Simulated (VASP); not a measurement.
**Au: single point with PBEsol**

Au:

```
Au
1.0
    -1.62060    1.62060    1.62060
     1.62060   -1.62060    1.62060
     1.62060    1.62060   -1.62060
Au
1
Direct
  0.00000 0.00000 0.00000
```

```json
{"Program": "VASP 6.6.1", "Task": "single point", "Functional": "PBEsol", "Potentials or basis": "VASP PAW PBE potentials, release 64 (Au)", "Cutoff": "520 eV", "k mesh": "8 × 8 × 8", "Occupations": "gaussian, width 0.1 eV", "Spin": "no spin polarisation", "Dipole correction": "no", "Further INCAR settings": "ALGO = Normal; EDIFF = 1e-06; NBANDS = 12"}
```

* Pressure: -0.3 GPa

Levels at points of the mesh, in eV from the Fermi level:
| k point | band 1 | band 2 | band 3 | band 4 | band 5 | band 6 | band 7 | band 8 | band 9 | band 10 |
| --- | --- | --- | --- | --- | --- | --- | --- | --- | --- | --- |
| (0.00, 0.00, 0.00) | -10.13 | -5.10 | -5.10 | -5.10 | -3.14 | -3.14 | 16.30 | 16.30 | 16.30 | 24.12 |
| (0.50, 0.00, 0.00) | -7.49 | -6.20 | -3.29 | -2.93 | -1.59 | -0.91 | 3.35 | 12.15 | 13.68 | 21.64 |
| (0.50, 0.50, 0.50) | -7.06 | -7.06 | -1.98 | -1.98 | -1.98 | 6.05 | 6.05 | 6.05 | 9.50 | 15.81 |

Run time: 4 s on 1 thread of Intel(R) Xeon(R) Platinum 8488C (Sapphire Rapids), on a shared host, peak memory 0.14 GiB.

Caveat: the PAW data sets were made with another functional, which shifts forces and pressure a little; spin-orbit coupling is left out, which moves the levels of the heavy elements.
